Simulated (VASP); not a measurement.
Crystal: BN (AA' stacking).

```
B N
1.0
     2.50700    0.00000    0.00000
    -1.25350    2.17113    0.00000
     0.00000    0.00000    6.67100
B N
2 2
Cartesian
  0.0000 1.4474 0.0000
  1.2535 0.7237 3.3355
  1.2535 0.7237 0.0000
  0.0000 1.4474 3.3355
```

* Program: VASP 6.6.1
* Task: relaxation of cell and atoms
* Functional: PBE
* Potentials or basis: VASP PAW PBE potentials, release 64 (B, N)
* Cutoff: 600 eV
* k mesh: 12 × 12 × 4
* Occupations: gaussian, width 0.01 eV
* Spin: no spin polarisation

At the start: pressure 2.3 GPa; volume 9.08 Å³/atom.

Problem. How do energy, volume and symmetry change on relaxing?

Solution. Over 19 steps the energy falls by 9.2 meV/atom and the volume is 10.50 Å³/atom (+15.6 %); space group P6_3/mmc (No. 194, to 0.05 Å).

Step by step:
| step | energy change (eV) | largest force (eV/Å) | pressure (GPa) | volume (Å³) |
| --- | --- | --- | --- | --- |
| 1 | 0.0000 | 0.0000 | 2.34 | 36.31 |
| 2 | -0.0011 | 0.0000 | -1.99 | 37.01 |
| 3 | -0.0028 | 0.0000 | -0.10 | 36.70 |
| 4 | -0.0080 | 0.0000 | -0.07 | 37.04 |
| 5 | -0.0201 | 0.0000 | 0.12 | 38.07 |
| 6 | -0.0335 | 0.0000 | 0.57 | 40.13 |
| 7 | -0.0265 | 0.0000 | 1.22 | 44.21 |
| 8 | -0.0362 | 0.0000 | 0.81 | 41.32 |
| 9 | -0.0151 | 0.0000 | -5.60 | 43.24 |
| 10 | -0.0367 | 0.0000 | -0.06 | 41.56 |
| 11 | -0.0367 | 0.0000 | -0.05 | 41.56 |
| 12 | -0.0366 | 0.0000 | 0.40 | 41.44 |
| 13 | -0.0367 | 0.0000 | -0.02 | 41.55 |
| 14 | -0.0366 | 0.0000 | 0.47 | 41.53 |
| 15 | -0.0367 | 0.0000 | 0.10 | 41.54 |
| 16 | -0.0367 | 0.0000 | 0.10 | 41.58 |
| 17 | -0.0368 | 0.0000 | 0.12 | 41.70 |
| 18 | -0.0368 | 0.0000 | 0.16 | 41.93 |
| 19 | -0.0369 | 0.0000 | -0.02 | 41.99 |

Final structure:
```xyz
4
Lattice="2.5123 0.0000 0.0000 -1.2561 2.1757 0.0000 0.0000 0.0000 7.6815" Properties=species:S:1:pos:R:3 pbc="T T T"
B     0.0000    1.4505    0.0000
B     1.2561    0.7252    3.8408
N     1.2561    0.7252    0.0000
N     0.0000    1.4505    3.8408
```

Caveat: the volume moved by over 15 % at a fixed basis, so the end points are rough; this functional lacks dispersion, which binds the layers, so the pressure and a relaxed spacing across them are unreliable.
